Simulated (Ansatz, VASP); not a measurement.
**Sr in VASP and in Ansatz**

```
Sr
1.0
     4.12213    0.00000    0.00000
     0.00000    4.12213    0.00000
     0.00000    0.00000   29.88470
Sr
2
Direct
  0.50000 0.00000 0.25169
  0.00000 0.50000 0.35062
```

Alike in both runs: functional PBE; k mesh 10 × 10 × 1; occupations gaussian, width 0.01 eV; no spin polarisation.

Ansatz relaxed the structure, and its values are those at the end. VASP's run is a single point on that final structure, the one shown.

|  | VASP | Ansatz |
| --- | --- | --- |
| version | VASP 6.6.1 | Ansatz 0.2.0 |
| potentials or method | VASP PAW PBE potentials, release 64 (Sr_sv), cutoff 520 eV | scalar-relativistic, plane waves, PAW |
| valence electrons in the cell | 20 | 20 |

|  | VASP | Ansatz | Ansatz less VASP |
| --- | --- | --- | --- |
| gap on the k mesh at the Fermi level (eV) | 0.07 | 0.07 | -0.002 |
| least direct gap on the mesh (eV) | 0.23 | 0.23 | -0.001 |

The functional is the same, so the differences come from potentials, cutoffs and numerics.
